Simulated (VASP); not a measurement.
A run of VASP 6.6.1:

The input INCAR:

```
ALGO = Normal
EDIFF = 1E-6
ENCUT = 520
GGA = PS
ISIF = 2
ISMEAR = -1
LASPH = True
LCHARG = False
LREAL = False
LWAVE = False
NBANDS = 17
NELM = 60
PREC = Accurate
SIGMA = 0.05
```

Contents of KPOINTS:

```
k-points
0
Gamma
  12 12 12
```

File POSCAR:

```
TiSi2
1.0
   -1.5017591770      1.7457097017      4.2946938359
    1.5017591770     -1.7457097017      4.2946938359
    1.5017591770      1.7457097017     -4.2946938359
Ti Si
1 2
Direct
    0.0000000000      0.0000000000      0.0000000000
    0.6700780000      0.6700780000      0.0000000000
    0.3299220000      0.3299220000      0.0000000000
```

Potentials or basis: VASP PAW PBE potentials, release 64 (Ti_sv, Si).

Launch:

```console
$ cat potpaw_PBE.64/Ti_sv/POTCAR potpaw_PBE.64/Si/POTCAR > POTCAR
$ mpirun -np 1 vasp_std > vasp.out
```

Hardware: 1 thread of Intel(R) Xeon(R) 6975P-C (Granite Rapids), on a shared host.

Question: Estimate the wall time of this run.

Answer: Wall time 110 s on 1 thread of Intel(R) Xeon(R) 6975P-C (Granite Rapids) (shared host), peak memory 0.35 GiB. Counts: scf iterations 14, k points 280.
